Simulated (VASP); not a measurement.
# NaH (Fm-3m) in VASP: further runs

The runs below take NaH through single point, with LDA, r2SCAN.

Everything below comes from runs of VASP 6.6.1. Logs are shortened: lines on timing, memory, paths and dates and some standing lists are left out, and cuts for length are marked.

## Step 1: The cell of the first run

Symmetry: Fm-3m, No. 225, cubic system. Conventional cell: a = 4.847 Å, b = 4.847 Å, c = 4.847 Å, α = 90.00°, β = 90.00°, γ = 90.00°. Na (site symmetry m-3m) has 6 H at 2.42 Å within 3.2 Å. Within 3.2 Å of H (site symmetry m-3m) lie 6 Na at 2.42 Å.

## Step 2: Single point, LDA (volume scaled by 0.98)

Contents of INCAR:

```
PREC = Accurate
ENCUT = 520
EDIFF = 1E-6
ISMEAR = -1
SIGMA = 0.05
LREAL = F
LASPH = T
NELM = 60
ALGO = Normal
ISIF = 2
LWAVE = F
LCHARG = F
GGA = CA
NBANDS = 11
```

Contents of KPOINTS:

```
regular mesh
0
Gamma
  9 9 9
```

Contents of POSCAR:

```
NaH
1.0
    0.0000000000      2.4236236676      2.4236236676
    2.4236236676      0.0000000000      2.4236236676
    2.4236236676      2.4236236676      0.0000000000
Na H
1 1
Direct
    0.0000000000      0.0000000000      0.0000000000
    0.5000000000      0.5000000000      0.5000000000
```

Potentials or basis: VASP PAW LDA potentials, release 64 (Na_pv, H).

Launch:

```
> cat potpaw_LDA.64/Na_pv/POTCAR potpaw_LDA.64/H/POTCAR > POTCAR
> mpirun -np 1 vasp_std > vasp.out
```

OUTCAR:

```text
PREC = Accurate
   ENCUT = 520
   EDIFF = 1E-6
   ISMEAR = -1
   LREAL = F
   LASPH = T
   NELM = 60
   ISIF = 2
   GGA = CA

 ion  position               nearest neighbor table
   1  0.000  0.000  0.000-
   2  0.500  0.500  0.500-

  LATTYP: Found a face centered cubic cell.
 ALAT       =     4.8472473352

  Lattice vectors:

 A1 = (   0.0000000000,   2.4236236676,   2.4236236676)
 A2 = (   2.4236236676,   0.0000000000,   2.4236236676)
 A3 = (   2.4236236676,   2.4236236676,   0.0000000000)

Analysis of symmetry for initial positions (statically):
=====================================================================
 Subroutine PRICEL returns:
 Original cell was already a primitive cell.

 Routine SETGRP: Setting up the symmetry group for a
 face centered cubic supercell.

 Subroutine GETGRP returns: Found 48 space group operations
 (whereof 48 operations were pure point group operations)
 out of a pool of 48 trial point group operations.

The static configuration has the point symmetry O_h .

Analysis of symmetry for dynamics (positions and initial velocities):
=====================================================================
 Subroutine PRICEL returns:
 Original cell was already a primitive cell.

 Routine SETGRP: Setting up the symmetry group for a
 face centered cubic supercell.

 Subroutine GETGRP returns: Found 48 space group operations
 (whereof 48 operations were pure point group operations)
 out of a pool of 48 trial point group operations.

The dynamic configuration has the point symmetry O_h .

 Subroutine INISYM returns: Found 48 space group operations
 (whereof 48 operations are pure point group operations),
 and found     1 'primitive' translations

----------------------------------------------------------------------------------------

                                     Primitive cell

  volume of cell :      28.4725

  direct lattice vectors                    reciprocal lattice vectors
     0.000000000  2.423623668  2.423623668    -0.206302656  0.206302656  0.206302656
     2.423623668  0.000000000  2.423623668     0.206302656 -0.206302656  0.206302656
     2.423623668  2.423623668  0.000000000     0.206302656  0.206302656 -0.206302656

  length of vectors
     3.427521461  3.427521461  3.427521461     0.357326682  0.357326682  0.357326682

  position of ions in fractional coordinates (direct lattice)
     0.000000000  0.000000000  0.000000000
     0.500000000  0.500000000  0.500000000
[... 83 lines left out ...]
   ISIF   =      2    stress and relaxation
   ISYM   =      2    0-nonsym 1-usesym 2-fastsym
   POTIM  = 0.5000    time-step for ionic-motion
   TEBEG  =    0.0;   TEEND  =   0.0 temperature during run
   PSTRESS=    0.0 pullay stress
   NELECT =       8.0000    total number of electrons
   NUPDOWN=      -1.0000    fix difference up-down
   EMIN   =  10.00;   EMAX   =-10.00  energy-range for DOS
   EFERMI =   0.00;   METHOD = LEGACY
   ISMEAR =    -1;   SIGMA  =   0.05  broadening in eV -4-tet -1-fermi 0-gaus
   EFERMI_NEDOS =   21; number of points for ismear=-14 and -15
   IALGO  =     38    algorithm
   IMIX   =      4    mixing-type and parameters
     AMIX     =   0.40;   BMIX     =  1.00
     AMIX_MAG =   1.60;   BMIX_MAG =  1.00
  volume/ion in A,a.u.               =      14.24        96.07
  Fermi-wavevector in a.u.,A,eV,Ry     =   1.072251  2.026260 15.642909  1.149721
  Thomas-Fermi vector in A             =   2.208015
   LORBIT       =      0    0 simple, 1 ext, 2 COOP (PROOUT), +10 PAW based schemes
   GGA     = CA    functional components
   LHFCALC =     F    Hartree Fock is set to
   AEXX    =    0.0000 exact exchange contribution
   IVDW    =     0    specifies the selected vdW correction
   LEPSILON=     F    determine dielectric tensor
   LRPA    =     F    only Hartree local field effects (RPA)
 non-spin polarized calculation
  energy-cutoff  :      520.00
  volume of cell :       28.47
 maximum number of plane-waves:       779
 NGX is ok and might be reduce to    28
   NGX = 13   NGY = 13   NGZ = 13

 number of electron       7.9999994 magnetization

 Free energy of the ion-electron system (eV)
  ---------------------------------------------------
  ext. energy  EPLUGINS =         0.00000000
  ---------------------------------------------------
  free energy    TOTEN  =        -5.38840820 eV

  energy without entropy =       -5.38840820  energy(sigma->0) =       -5.38840820

 E-fermi :  -0.1155     XC(G=0):  -8.2015

 val. band max:       -1.3141979272   @ k =  -0.3333   0.4444   0.1111
 cond. band min:       2.3893158659   @ k =  -0.4444   0.1111   0.0000
 fundamental gap:      3.7035137931
 Fermi energy:        -0.1155493235

 k-point     1 :       0.0000    0.0000    0.0000
  band No.  band energies     occupation
      1     -23.4343      2.00000
      2     -23.4343      2.00000
      3     -23.4343      2.00000
      4      -5.0076      2.00000
      5       9.0601      0.00000
      6      13.8773      0.00000
      7      13.8773      0.00000
      8      13.8773      0.00000
      9      14.8386      0.00000
     10      14.8386      0.00000
     11      14.8386      0.00000
[... 309 lines left out ...]
 k-point    24 :       0.4444    0.4444    0.0000
  band No.  band energies     occupation
      1     -23.5168      2.00000
      2     -23.4656      2.00000
      3     -23.4656      2.00000
      4      -1.6338      2.00000
      5       3.2717      0.00000
      6       8.4703      0.00000
      7       9.0857      0.00000
      8       9.0857      0.00000
      9      10.2324      0.00000
     10      21.6571      0.00000
     11      23.2938      0.00000

 [... further k-points ...]

------------------------ aborting loop because EDIFF is reached ----------------------------------------

  FORCE on cell =-STRESS in cart. coord.  units (eV):
  Direction    XX          YY          ZZ          XY          YZ          ZX
  --------------------------------------------------------------------------------------
  -------------------------------------------------------------------------------------
  Total       -0.4105901     -0.4105901     -0.4105901     -0.0000000      0.0000000      0.0000000
  in kB      -23.1043383    -23.1043383    -23.1043383     -0.0000000      0.0000000      0.0000000
  external PRESSURE =     -23.1043383 kB  Pullay stress =       0.0000000 kB

 VOLUME and BASIS-vectors are now :
 -----------------------------------------------------------------------------
  energy-cutoff  :      520.00
  volume of cell :       28.47
      direct lattice vectors                 reciprocal lattice vectors
     0.000000000  2.423623668  2.423623668    -0.206302656  0.206302656  0.206302656
     2.423623668  0.000000000  2.423623668     0.206302656 -0.206302656  0.206302656
     2.423623668  2.423623668  0.000000000     0.206302656  0.206302656 -0.206302656

 POSITION                                       TOTAL-FORCE (eV/Angst)
 -----------------------------------------------------------------------------------
      0.00000      0.00000      0.00000         0.000000      0.000000      0.000000
      2.42362      2.42362      2.42362        -0.000000     -0.000000     -0.000000
 -----------------------------------------------------------------------------------
    total drift:                               -0.000000     -0.000000     -0.000000

  FREE ENERGIE OF THE ION-ELECTRON SYSTEM (eV)
  ---------------------------------------------------
  free  energy   TOTEN  =        -5.3884081980 eV

  energy  without entropy=       -5.3884081980  energy(sigma->0) =       -5.38840820
```

stdout:

```text
POSCAR found type information on POSCAR NaH
 POSCAR found :  2 types and       2 ions
 scaLAPACK will be used
 LDA part: xc-table for (Slater(with rela. corr.)+CA(PZ))
 , standard interpolation
 POSCAR, INCAR and KPOINTS ok, starting setup
 FFT: planning ... GRIDC
 FFT: planning ... GRID_SOFT
 FFT: planning ... GRID
 WAVECAR not read
 entering main loop
```

It took 7.5 s on 1 thread of Intel Xeon Platinum 8259CL at 2.50GHz (Skylake/Cascade Lake), shared host; peak memory 0.13 GiB.

Results:

```
Free energy            : -5.3884 eV
Pressure               : -2.3 GPa
Band gap on the k mesh : 3.70 eV, indirect (least direct gap 4.45 eV)
```

 A k mesh can miss the band edges.

## Step 3: Single point, LDA (volume scaled by 1.02)

Contents of INCAR:

```
PREC = Accurate
ENCUT = 520
EDIFF = 1E-6
ISMEAR = -1
SIGMA = 0.05
LREAL = False
LASPH = True
NELM = 60
ALGO = Normal
ISIF = 2
LWAVE = False
LCHARG = False
GGA = CA
NBANDS = 11
```

KPOINTS is that of step 2.

Contents of POSCAR:

```
NaH
1.0
    0.0000000000      2.4561594113      2.4561594113
    2.4561594113      0.0000000000      2.4561594113
    2.4561594113      2.4561594113      0.0000000000
Na H
1 1
Direct
    0.0000000000      0.0000000000      0.0000000000
    0.5000000000      0.5000000000      0.5000000000
```

Potentials or basis: VASP PAW LDA potentials, release 64 (Na_pv, H).

Launch:

```
> cat potpaw_LDA.64/Na_pv/POTCAR potpaw_LDA.64/H/POTCAR > POTCAR
> mpirun -np 1 vasp_std > vasp.out
```

It took 7.4 s on 1 thread of Intel Xeon Platinum 8259CL at 2.50GHz (Skylake/Cascade Lake), shared host; peak memory 0.13 GiB.

The run converged. Its results:

```yaml
Free_energy: -5.3696 eV
Pressure: -3.0 GPa
Band_gap_on_the_k_mesh: 3.63 eV, indirect (least direct gap 4.37 eV)
```

Levels at points of the mesh, in eV from the valence-band top:
| k point | band 1 | band 2 | band 3 | band 4 | band 5 | band 6 | band 7 | band 8 | band 9 |
| --- | --- | --- | --- | --- | --- | --- | --- | --- | --- |
| (0.00, 0.00, 0.00) | -22.19 | -22.19 | -22.19 | -3.58 | 10.03 | 14.90 | 14.90 | 14.90 | 15.76 |

 A k mesh can miss the band edges.

(Continued in part 2 of 2.)
